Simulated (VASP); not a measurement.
Runs of VASP 6.6.1 on Cd. The structure is that of space group Im-3m (No. 229), or close to it. The cells are those of the table. This isn't the form of Cd at room conditions, which is hcp.

| cell | gap on the mesh (eV) | pressure (GPa) |
| --- | --- | --- |
| a = 3.121 Å, angles 109.5°, 1 atom | none | 0.2 |
| a = 3.013 Å, angles 109.5°, 1 atom | none | 5.6 |
| a = 2.771 Å, angles 109.5°, 1 atom | none | 38.7 |
| a = 2.632 Å, angles 109.5°, 1 atom | none | (a) |

Alike in all rows: task single point; level PBE; potentials or basis VASP PAW PBE potentials, release 64 (Cd); no spin polarisation; k mesh 17 × 17 × 17; cutoff (eV) 520; smearing fermi-dirac 0.05 eV.

Task: Fill in the values left out.

Result: (a) 86.8.

Caveats: the cell stands under pressure (at least some runs).

A k mesh can miss the band edges, and the runs leave out spin-orbit coupling on Cd.

A gap of «none» marks levels without a gap at the run's occupations.
